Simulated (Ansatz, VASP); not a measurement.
**IrRh5: VASP beside Ansatz**

INCAR

```
SYSTEM = IrRh5
PREC     = Accurate       ! precision mode
ENCUT    = 520            ! plane-wave cutoff, eV
EDIFF    = 1E-6           ! SCF threshold, eV
ISMEAR   = 0              ! smearing method
SIGMA    = 0.1            ! smearing width, eV
LREAL    = .False.        ! projectors in reciprocal space
LASPH    = .True.         ! aspherical terms in the spheres
NELM     = 150            ! most SCF steps
ALGO     = Normal         ! electronic algorithm
ISIF     = 2              ! what is computed and relaxed
LWAVE    = .False.        ! write WAVECAR
LCHARG   = .False.        ! write CHGCAR
ISPIN    = 2              ! spin polarisation
MAGMOM   = 1 1 1 1 1 1    ! initial moments
LORBIT   = 11             ! projections on sites
LMAXMIX  = 4              ! l up to which the mixer works
GGA      = PE             ! functional
NBANDS   = 55             ! bands
```

File KPOINTS:

```
Automatic mesh
0
Gamma
  6 6 4
  0 0 0
```

The input POSCAR:

```
IrRh5
1.0
    4.7152671971      0.0000000000      0.0000000000
   -2.3576335986      4.0835411783      0.0000000000
    0.0000000000      0.0000000000      4.4030798158
Ir Rh
1 5
Direct
    0.0000000000      0.0000000000      0.0000000000
    0.6666666667      0.3333333333      0.0000000000
    0.3333333333      0.6666666667      0.0000000000
    0.3321911300      0.0000000000      0.5000000000
    0.0000000000      0.3321911300      0.5000000000
    0.6678088700      0.6678088700      0.5000000000
```

Input for Ansatz:

```yaml
crystal:
  lattice:
    - [4.7152671971, 0.0, 0.0]
    - [-2.3576335986, 4.0835411783, 0.0]
    - [0.0, 0.0, 4.4030798158]
  atoms:
    - { symbol: Ir, position: [0.0, 0.0, 0.0], spin: 1.0 }
    - { symbol: Rh, position: [0.6666666667, 0.3333333333, 0.0], spin: 1.0 }
    - { symbol: Rh, position: [0.3333333333, 0.6666666667, 0.0], spin: 1.0 }
    - { symbol: Rh, position: [0.33219113, 0.0, 0.5], spin: 1.0 }
    - { symbol: Rh, position: [0.0, 0.33219113, 0.5], spin: 1.0 }
    - { symbol: Rh, position: [0.66780887, 0.66780887, 0.5], spin: 1.0 }
basis:
  ecutwfc: 420
kpoints:
  mp_grid: { grid: [6, 6, 4] }
hamiltonian:
  xc: pbe
scf:
  occupations: { method: gaussian, width: 0.1 }
  lower_state_search: "off"
output:
  forces: true
  stress: true
  eigenvalues: true
  populations: true
magnetization:
  spin_polarized: true
```

Alike in both runs: task single point; functional PBE; k mesh 6 × 6 × 4; occupations gaussian, width 0.1 eV; collinear spin.

|  | VASP | Ansatz |
| --- | --- | --- |
| version | VASP 6.6.1 | Ansatz 0.2.0 |
| potentials or method | VASP PAW PBE potentials, release 64 (Ir, Rh_pv), cutoff 520 eV | scalar-relativistic, plane waves, PAW |
| valence electrons in the cell | 84 | 102 |

VASP gave:

| Item | Value |
| --- | --- |
| gap on the k mesh at the Fermi level (eV) | none |
| pressure (GPa) | 0.1 |
| rms of the force components (eV/Å) | 0.000 |
| net moment per atom (μB) | 0.00 |

Question: Estimate Ansatz's values.

Answer: gap on the k mesh at the Fermi level (eV): none; pressure (GPa): 0.0; rms of the force components (eV/Å): 0.004; net moment per atom (μB): 0.00.

Atom by atom the forces differ by 0.004 eV/Å (rms over components). A gap of «none» marks a metal or a gap that the smearing closes. The functional is the same, so the differences come from potentials, cutoffs and numerics. VASP's potentials hold 84 valence electrons a cell and Ansatz's 102, so a difference there can come from the potentials and not from the codes. Ansatz's warnings: seeded moment not kept.

Spin-orbit coupling is off throughout.
